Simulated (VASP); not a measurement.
A run of VASP 6.6.1 is set up as follows.

File INCAR:

```
PREC     = Accurate       # precision mode
ENCUT    = 520            # plane-wave cutoff, eV
EDIFF    = 1E-6           # SCF threshold, eV
ISMEAR   = 0              # smearing method
SIGMA    = 0.15           # smearing width, eV
LREAL    = False          # projectors in reciprocal space
LASPH    = True           # aspherical terms in the spheres
NELM     = 100            # most SCF steps
ALGO     = Fast           # electronic algorithm
ISIF     = 2              # what is computed and relaxed
LWAVE    = False          # write WAVECAR
LCHARG   = False          # write CHGCAR
GGA      = CA             # functional
NBANDS   = 10             # bands
```

KPOINTS

```
Automatic mesh
0
Gamma
  18 18 18
```

The input POSCAR:

```
Na
1.0
   -1.8947500000      1.8947500000      2.4404000000
    1.8947500000     -1.8947500000      2.4404000000
    1.8947500000      1.8947500000     -2.4404000000
Na
1
Direct
    0.0000000000      0.0000000000      0.0000000000
```

Potentials or basis: VASP PAW LDA potentials, release 64 (Na_pv).

Run with:

```console
$ cat potpaw_LDA.64/Na_pv/POTCAR > POTCAR
$ mpirun -np 1 vasp_std > vasp.out
```

Task: Estimate the band gap on the k mesh.

Result: Zero (an odd number of electrons rules out a gap without spin polarisation).

Task: Predict the pressure.

Result: -0.5 GPa.
